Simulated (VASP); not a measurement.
# CdS (P6_3mc) in VASP: a series of runs

CdS is run at these levels: PBE; tasks: single point.

Everything below comes from runs of VASP 6.6.1. Logs are shortened: lines on timing, memory, paths and dates and some standing lists are left out, and cuts for length are marked.

### Step 1. The cell of the first run

The structure is hexagonal, space group P6_3mc (No. 186). Conventional cell: a = 4.259 Å, b = 4.259 Å, c = 6.749 Å, α = 90.00°, β = 90.00°, γ = 120.00°. Within 3.4 Å of Cd (site symmetry 3m) lie 4 S at 2.58 to 2.60 Å. Within 3.4 Å of S (site symmetry 3m) lie 4 Cd at 2.58 to 2.60 Å.

### Step 2. Single point, PBE (equal xx and yy strain of +3 %)

INCAR reads:

```
ALGO = Normal
EDIFF = 1E-6
ENCUT = 520
GGA = PE
ISIF = 2
ISMEAR = -1
LASPH = True
LCHARG = False
LREAL = False
LWAVE = False
NBANDS = 26
NELM = 60
PREC = Accurate
SIGMA = 0.01
```

KPOINTS reads:

```
k-points
0
Gamma
  7 7 4
```

POSCAR reads:

```
CdS
1.0
    4.2588431795      0.0000000000      0.0000000000
   -2.1294215898      3.6882663842      0.0000000000
    0.0000000000      0.0000000000      6.7490000000
Cd S
2 2
Direct
    0.3333333333      0.6666666667      0.0000000000
    0.6666666667      0.3333333333      0.5000000000
    0.3333333333      0.6666666667      0.3850000000
    0.6666666667      0.3333333333      0.8850000000
```

Potentials or basis: VASP PAW PBE potentials, release 64 (Cd, S).

The run is started by

```
> cat potpaw_PBE.64/Cd/POTCAR potpaw_PBE.64/S/POTCAR > POTCAR
> mpirun -np 1 vasp_std > vasp.out
```

OUTCAR:

```text
EDIFF = 1E-6
   ENCUT = 520
   GGA = PE
   ISIF = 2
   ISMEAR = -1
   LASPH = True
   LREAL = False
   NELM = 60
   PREC = Accurate

 ion  position               nearest neighbor table
   1  0.333  0.667  0.000-   4 2.58   4 2.58   4 2.58   3 2.60
   2  0.667  0.333  0.500-   3 2.58   3 2.58   3 2.58   4 2.60
   3  0.333  0.667  0.385-   2 2.58   2 2.58   2 2.58   1 2.60
   4  0.667  0.333  0.885-   1 2.58   1 2.58   1 2.58   2 2.60

  LATTYP: Found a hexagonal cell.
 ALAT       =     4.2588431795
 C/A-ratio  =     1.5847026330

  Lattice vectors:

 A1 = (   4.2588431795,   0.0000000000,   0.0000000000)
 A2 = (  -2.1294215898,   3.6882663842,   0.0000000000)
 A3 = (   0.0000000000,   0.0000000000,   6.7490000000)

Analysis of symmetry for initial positions (statically):
=====================================================================
 Subroutine PRICEL returns:
 Original cell was already a primitive cell.

 Routine SETGRP: Setting up the symmetry group for a
 hexagonal supercell.

 Subroutine GETGRP returns: Found 12 space group operations
 (whereof  6 operations were pure point group operations)
 out of a pool of 24 trial point group operations.

The static configuration has the point symmetry C_3v.
 The point group associated with its full space group is C_6v.

Analysis of symmetry for dynamics (positions and initial velocities):
=====================================================================
 Subroutine PRICEL returns:
 Original cell was already a primitive cell.

 Routine SETGRP: Setting up the symmetry group for a
 hexagonal supercell.

 Subroutine GETGRP returns: Found 12 space group operations
 (whereof  6 operations were pure point group operations)
 out of a pool of 24 trial point group operations.

The dynamic configuration has the point symmetry C_3v.
 The point group associated with its full space group is C_6v.

 Subroutine INISYM returns: Found 12 space group operations
 (whereof  6 operations are pure point group operations),
 and found     1 'primitive' translations

----------------------------------------------------------------------------------------

                                     Primitive cell
[... 83 lines left out ...]
   NGXF,Y,Z  is equivalent  to a cutoff of  24.98, 24.98, 24.63 a.u.
 SYSTEM =  unknown system
   PREC   = accura    normal or accurate (medium, high low for compatibility)
   ISTART =      0    job   : 0-new  1-cont  2-samecut
   ICHARG =      2    charge: 1-file 2-atom 10-const
   ISPIN  =      1    spin polarized calculation?
   LNONCOLLINEAR =      F non collinear calculations
   LSORBIT =      F    spin-orbit coupling
   LASPH  =      T    aspherical Exc in radial PAW
   ENCUT  =  520.0 eV  38.22 Ry    6.18 a.u.   7.92  7.92 12.55*2*pi/ulx,y,z
   NELM   =     60;   NELMIN=  2; NELMDL= -5     # of ELM steps
   EDIFF  = 0.1E-05   stopping-criterion for ELM
   LREAL  =      F    real-space projection
   EDIFFG = 0.1E-04   stopping-criterion for IOM
   NSW    =      0    number of steps for IOM
   IBRION =     -1    ionic relax: 0-MD 1-quasi-New 2-CG
   NFREE  =      0    steps in history (QN), initial steepest desc. (CG)
   ISIF   =      2    stress and relaxation
   ISYM   =      2    0-nonsym 1-usesym 2-fastsym
   POTIM  = 0.5000    time-step for ionic-motion
   TEBEG  =    0.0;   TEEND  =   0.0 temperature during run
   PSTRESS=    0.0 pullay stress
   NELECT =      36.0000    total number of electrons
   NUPDOWN=      -1.0000    fix difference up-down
   EMIN   =  10.00;   EMAX   =-10.00  energy-range for DOS
   EFERMI =   0.00;   METHOD = LEGACY
   ISMEAR =    -1;   SIGMA  =   0.01  broadening in eV -4-tet -1-fermi 0-gaus
   EFERMI_NEDOS =   21; number of points for ismear=-14 and -15
   IALGO  =     38    algorithm
   IMIX   =      4    mixing-type and parameters
     AMIX     =   0.40;   BMIX     =  1.00
     AMIX_MAG =   1.60;   BMIX_MAG =  1.00
  volume/ion in A,a.u.               =      26.50       178.85
  Fermi-wavevector in a.u.,A,eV,Ry     =   1.142154  2.158358 17.749005  1.304515
  Thomas-Fermi vector in A             =   2.278852
   LORBIT       =      0    0 simple, 1 ext, 2 COOP (PROOUT), +10 PAW based schemes
   GGA     = PE    functional components
[... 5 lines left out ...]
 non-spin polarized calculation
  energy-cutoff  :      520.00
  volume of cell :      106.01
 maximum number of plane-waves:      2872
 NGX is ok and might be reduce to    32
   NGX = 15   NGY = 15   NGZ = 25

 number of electron      35.9999994 magnetization

 Free energy of the ion-electron system (eV)
  ---------------------------------------------------
  ext. energy  EPLUGINS =         0.00000000
  ---------------------------------------------------
  free energy    TOTEN  =       -12.28849370 eV

  energy without entropy =      -12.28849370  energy(sigma->0) =      -12.28849370

 E-fermi :   1.0005     XC(G=0):  -8.8368

 val. band max:        0.7851852250   @ k =   0.0000   0.0000   0.0000
 cond. band min:       1.8488555473   @ k =   0.0000   0.0000   0.0000
 fundamental gap:      1.0636703223
 Fermi energy:         1.0004506577

 k-point     1 :       0.0000    0.0000    0.0000
  band No.  band energies     occupation
      1     -11.2168      2.00000
      2     -10.8322      2.00000
      3      -6.7266      2.00000
      4      -6.7266      2.00000
      5      -6.7007      2.00000
      6      -6.6604      2.00000
[... 685 lines left out ...]
     25       9.3319      0.00000
     26       9.3319      0.00000

------------------------ aborting loop because EDIFF is reached ----------------------------------------

  FORCE on cell =-STRESS in cart. coord.  units (eV):
  Direction    XX          YY          ZZ          XY          YZ          ZX
  --------------------------------------------------------------------------------------
  -------------------------------------------------------------------------------------
  Total       -0.6129504     -0.6129504     -0.1061516      0.0000000      0.0000000      0.0000000
  in kB       -9.2636585     -9.2636585     -1.6042936      0.0000000      0.0000000      0.0000000
  external PRESSURE =      -6.7105368 kB  Pullay stress =       0.0000000 kB

 VOLUME and BASIS-vectors are now :
 -----------------------------------------------------------------------------
  energy-cutoff  :      520.00
  volume of cell :      106.01
      direct lattice vectors                 reciprocal lattice vectors
     4.258843180  0.000000000  0.000000000     0.234805546  0.135565045  0.000000000
    -2.129421590  3.688266384  0.000000000     0.000000000  0.271130091  0.000000000
     0.000000000  0.000000000  6.749000000     0.000000000  0.000000000  0.148170099

 POSITION                                       TOTAL-FORCE (eV/Angst)
 -----------------------------------------------------------------------------------
     -0.00000      2.45884      0.00000        -0.000000      0.000000      0.067769
      2.12942      1.22942      3.37450         0.000000     -0.000000      0.067769
     -0.00000      2.45884      2.59836        -0.000000      0.000000     -0.067769
      2.12942      1.22942      5.97286         0.000000     -0.000000     -0.067769
 -----------------------------------------------------------------------------------
    total drift:                               -0.000000      0.000000     -0.000011

  FREE ENERGIE OF THE ION-ELECTRON SYSTEM (eV)
  ---------------------------------------------------
  free  energy   TOTEN  =       -12.2884937033 eV

  energy  without entropy=      -12.2884937033  energy(sigma->0) =      -12.28849370
```

stdout:

```text
POSCAR found type information on POSCAR CdS
 POSCAR found :  2 types and       4 ions
 scaLAPACK will be used
 LDA part: xc-table for (Slater+PW92), standard interpolation
 POSCAR, INCAR and KPOINTS ok, starting setup
 FFT: planning ... GRIDC
 FFT: planning ... GRID_SOFT
 FFT: planning ... GRID
 WAVECAR not read
 entering main loop
```

It took 23 s on 1 thread of Intel Xeon 6975P-C (Granite Rapids), shared host; peak memory 0.23 GiB.

What came out:

* Free energy: -12.2885 eV
* Pressure: -0.7 GPa
* Largest force: 0.068 eV/Å
* Band gap on the k mesh: 1.06 eV, direct

Forces on the atoms (eV/Å):
```
Cd   0.000  0.000  0.068
Cd   0.000  0.000  0.068
S    0.000  0.000 -0.068
S    0.000  0.000 -0.068
```

Caveat: the cell differs from its parent crystal (equal xx and yy strain of +3 %).

### Step 3. Single point, PBE (zz strain of -2 %)

INCAR reads:

```
SYSTEM = CdS
PREC = Accurate
ENCUT = 520
EDIFF = 1E-6
ISMEAR = -1
SIGMA = 0.01
LREAL = .FALSE.
LASPH = .TRUE.
NELM = 80
ALGO = Normal
ISIF = 2
LWAVE = .FALSE.
LCHARG = .FALSE.
GGA = PE
NBANDS = 26
```

KPOINTS reads:

```
Automatic mesh
0
G
  7 7 4
  0 0 0
```

POSCAR reads:

```
CdS
1.0
    4.1347992034      0.0000000000      0.0000000000
   -2.0673996017      3.5808411497      0.0000000000
    0.0000000000      0.0000000000      6.6140200000
Cd S
2 2
Direct
    0.3333333333      0.6666666667      0.0000000000
    0.6666666667      0.3333333333      0.5000000000
    0.3333333333      0.6666666667      0.3850000000
    0.6666666667      0.3333333333      0.8850000000
```

Potentials or basis: VASP PAW PBE potentials, release 64 (Cd, S).

The run is started by

```
> cat potpaw_PBE.64/Cd/POTCAR potpaw_PBE.64/S/POTCAR > POTCAR
> mpirun -np 1 vasp_std > vasp.out
```

OUTCAR:

```text
SYSTEM = CdS
   PREC = Accurate
   ENCUT = 520
   EDIFF = 1E-6
   ISMEAR = -1
   LREAL = .FALSE.
   LASPH = .TRUE.
   NELM = 80
   ISIF = 2
   GGA = PE

 ion  position               nearest neighbor table
   1  0.333  0.667  0.000-   4 2.51   4 2.51   4 2.51   3 2.55
   2  0.667  0.333  0.500-   3 2.51   3 2.51   3 2.51   4 2.55
   3  0.333  0.667  0.385-   2 2.51   2 2.51   2 2.51   1 2.55
   4  0.667  0.333  0.885-   1 2.51   1 2.51   1 2.51   2 2.55

  LATTYP: Found a hexagonal cell.
 ALAT       =     4.1347992034
 C/A-ratio  =     1.5995988377
[... 893 lines left out ...]
  --------------------------------------------------------------------------------------
  -------------------------------------------------------------------------------------
  Total        2.6198249      2.6198249      2.3583920      0.0000000      0.0000000      0.0000000
  in kB       42.8625366     42.8625366     38.5852736      0.0000000      0.0000000      0.0000000
  external PRESSURE =      41.4367823 kB  Pullay stress =       0.0000000 kB

 VOLUME and BASIS-vectors are now :
 -----------------------------------------------------------------------------
  energy-cutoff  :      520.00
  volume of cell :       97.93
      direct lattice vectors                 reciprocal lattice vectors
     4.134799203  0.000000000  0.000000000     0.241849713  0.139631997  0.000000000
    -2.067399602  3.580841150  0.000000000     0.000000000  0.279263994  0.000000000
     0.000000000  0.000000000  6.614020000     0.000000000  0.000000000  0.151193979

 POSITION                                       TOTAL-FORCE (eV/Angst)
 -----------------------------------------------------------------------------------
     -0.00000      2.38723      0.00000        -0.000000      0.000000      0.134239
      2.06740      1.19361      3.30701         0.000000      0.000000      0.134239
     -0.00000      2.38723      2.54640         0.000000     -0.000000     -0.134239
      2.06740      1.19361      5.85341         0.000000      0.000000     -0.134239
 -----------------------------------------------------------------------------------
    total drift:                               -0.000000     -0.000000     -0.000117

  FREE ENERGIE OF THE ION-ELECTRON SYSTEM (eV)
  ---------------------------------------------------
  free  energy   TOTEN  =       -12.2092279361 eV

  energy  without entropy=      -12.2092279361  energy(sigma->0) =      -12.20922794
```

OSZICAR:

```text
N       E                     dE             d eps       ncg     rms          rms(c)
DAV:   1     0.251280485300E+03    0.25128E+03   -0.17730E+04  1248   0.128E+03
DAV:   2     0.697936473288E+00   -0.25058E+03   -0.24227E+03  1340   0.323E+02
DAV:   3    -0.131451687994E+02   -0.13843E+02   -0.13750E+02  1504   0.760E+01
DAV:   4    -0.132899356939E+02   -0.14477E+00   -0.14464E+00  1430   0.748E+00
DAV:   5    -0.132920327633E+02   -0.20971E-02   -0.20969E-02  1538   0.903E-01    0.118E+01
DAV:   6    -0.122337688333E+02    0.10583E+01   -0.18784E+00  1664   0.144E+01    0.925E+00
DAV:   7    -0.122146173278E+02    0.19152E-01   -0.78278E-01  1294   0.472E+00    0.398E+00
DAV:   8    -0.122100408640E+02    0.45765E-02   -0.99211E-02  1352   0.316E+00    0.600E-01
DAV:   9    -0.122089462422E+02    0.10946E-02   -0.15853E-02  1372   0.160E+00    0.180E-01
DAV:  10    -0.122090767826E+02   -0.13054E-03   -0.13267E-03  1376   0.391E-01    0.113E-01
DAV:  11    -0.122092085771E+02   -0.13179E-03   -0.28437E-04  1390   0.118E-01    0.878E-02
DAV:  12    -0.122092186581E+02   -0.10081E-04   -0.16380E-04  1322   0.102E-01    0.186E-02
DAV:  13    -0.122092276131E+02   -0.89549E-05   -0.23554E-05  1336   0.288E-02    0.517E-03
DAV:  14    -0.122092279361E+02   -0.32304E-06   -0.28178E-06  1234   0.146E-02
   1 F= -.12209228E+02 E0= -.12209228E+02  d E =-.802568E-12
```

It used 140 s of CPU time on 1 thread of AMD EPYC 7R13 Processor (Zen 3), with other jobs on the host.

Results:

```yaml
Free_energy: -12.2092 eV
Pressure: 4.1 GPa
Largest_force: 0.134 eV/Å
Band_gap_on_the_k_mesh: 1.29 eV, direct
```

Forces in eV/Å, atoms in the order of the input:
```
Cd   0.000  0.000  0.134
Cd   0.000  0.000  0.134
S    0.000  0.000 -0.134
S    0.000  0.000 -0.134
```

Stress tensor (GPa, compression positive):
```
4.29 0.00 0.00
0.00 4.29 0.00
0.00 0.00 3.86
```

Caveat: the cell differs from its parent crystal (zz strain of -2 %).

### Step 4. Single point, PBE (zz strain of +1 %)

INCAR reads:

```
PREC     = Accurate       # precision mode
ENCUT    = 520            # plane-wave cutoff, eV
EDIFF    = 1E-7           # SCF threshold, eV
ISMEAR   = -1             # smearing method
SIGMA    = 0.01           # smearing width, eV
LREAL    = F              # projectors in reciprocal space
LASPH    = T              # aspherical terms in the spheres
NELM     = 60             # most SCF steps
ALGO     = Normal         # electronic algorithm
ISIF     = 2              # what is computed and relaxed
LWAVE    = F              # write WAVECAR
LCHARG   = F              # write CHGCAR
GGA      = PE             # functional
NBANDS   = 26             # bands
```

KPOINTS reads:

```
regular mesh
0
Gamma
  7 7 4
```

POSCAR, as its differences from that of step 3:

```diff
@@ -4,3 +4,3 @@
    -2.0673996017      3.5808411497      0.0000000000
-    0.0000000000      0.0000000000      6.6140200000
+    0.0000000000      0.0000000000      6.8164900000
 Cd S
```

The run is started by

```
> cat potpaw_PBE.64/Cd/POTCAR potpaw_PBE.64/S/POTCAR > POTCAR
> mpirun -np 1 vasp_std > vasp.out
```

It used 130 s of CPU time on 1 thread of AMD EPYC 7R13 Processor (Zen 3), with other jobs on the host.

It converged, with:

```yaml
Free_energy: -12.2464 eV
Pressure: 2.3 GPa
Largest_force: 0.317 eV/Å
Band_gap_on_the_k_mesh: 1.20 eV, direct
```

Forces in eV/Å, atoms in the order of the input:
```
Cd   0.000  0.000  0.317
Cd   0.000  0.000  0.317
S    0.000  0.000 -0.317
S    0.000  0.000 -0.317
```

Stress tensor (GPa, compression positive):
```
3.36 0.00 0.00
0.00 3.36 0.00
0.00 0.00 0.26
```

Levels at points of the mesh, in eV from the valence-band top:
```csv
k point,band 16,band 17,band 18,band 19,band 20,band 21
"(0.00, 0.00, 0.00)",-0.06,0.00,0.00,1.20,2.75,6.52
"(0.00, 0.00, 0.50)",-0.34,-0.34,-0.34,2.80,2.80,6.08
```

Caveat: the cell differs from its parent crystal (zz strain of +1 %).

### Step 5. Overview

```tsv
cell	gap on the mesh (eV)	pressure (GPa)	largest force (eV/Å)
a = 4.259, b = 4.259, c = 6.749 Å, angles 90.0, 90.0, 120.0°, 4 atoms	1.06	-0.7	0.07
a = 4.135, b = 4.135, c = 6.614 Å, angles 90.0, 90.0, 120.0°, 4 atoms	1.29	4.1	0.13
a = 4.135, b = 4.135, c = 6.816 Å, angles 90.0, 90.0, 120.0°, 4 atoms	1.20	2.3	0.32
```

Alike in all rows: task single point; level PBE; potentials or basis VASP PAW PBE potentials, release 64 (Cd, S); no spin polarisation; k mesh 7 × 7 × 4; cutoff (eV) 520; smearing fermi-dirac 0.01 eV.

Absolute energies hang on the potentials; compare differences alone.
